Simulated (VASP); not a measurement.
Wanted: the native input for a VASP 6.6.1 run.

```yaml
Task: single point
Functional: PBE
Potentials_or_basis: VASP PAW PBE potentials, release 64 (Mn_pv, Sb)
Cutoff: 520 eV
k_mesh: 6 × 6 × 4
Occupations: fermi-dirac, width 0.1 eV
Spin: non-collinear spin, typed start, spin-orbit coupling
Starting_moments: "[[4.0, 0.0, 0.0], [4.0, 0.0, 0.0], [0.0, 0.0, 0.0], [0.0, 0.0, 0.0]] μB"
Dipole_correction: no
Further_INCAR_settings: ALGO = Normal; EDIFF = 1e-06; NBANDS = 50
```

The structure of MnSb lies in POSCAR:

```
MnSb
1.0
    4.1300000000      0.0000000000      0.0000000000
   -2.0650000000      3.5766849176      0.0000000000
    0.0000000000      0.0000000000      5.7900000000
Mn Sb
2 2
Direct
    0.0000000000      0.0000000000      0.0000000000
    0.0000000000      0.0000000000      0.5000000000
    0.3333333333      0.6666666667      0.2500000000
    0.6666666667      0.3333333333      0.7500000000
```

The input as run:

INCAR

```
SYSTEM = MnSb
PREC = Accurate ; ENCUT = 520
EDIFF = 1E-6 ; ISMEAR = -1
SIGMA = 0.1 ; LREAL = .False.
LASPH = .True. ; NELM = 150
ALGO = Normal ; ISIF = 2
LWAVE = .False. ; LCHARG = .False.
LNONCOLLINEAR = .True. ; MAGMOM = 4 0 0 4 0 0 0 0 0 0 0 0
LORBIT = 11 ; LSORBIT = .True.
GGA_COMPAT = .False. ; LORBMOM = .True.
LMAXMIX = 4 ; GGA = PE
NBANDS = 50 ; LUSENCCL = .False.
```

KPOINTS

```
regular mesh
0
Gamma
  6 6 4
  0 0 0
```

Potentials or basis: VASP PAW PBE potentials, release 64 (Mn_pv, Sb).

The run is started by

```bash
$ cat potpaw_PBE.64/Mn_pv/POTCAR potpaw_PBE.64/Sb/POTCAR > POTCAR
$ mpirun -np 1 vasp_ncl > vasp.out
```

It gave:

| Item | Value |
| --- | --- |
| Pressure | -2.7 GPa |
| Net moment | 6.67 μB per cell |
| Valence electrons inside the program's atomic spheres | Mn 11.52; Sb 2.45 |

Wall time 11 min on 1 × NVIDIA H100 80GB with 1 thread of AMD EPYC 7R13 Processor (Zen 3) (shared host), peak memory 1.6 GiB.
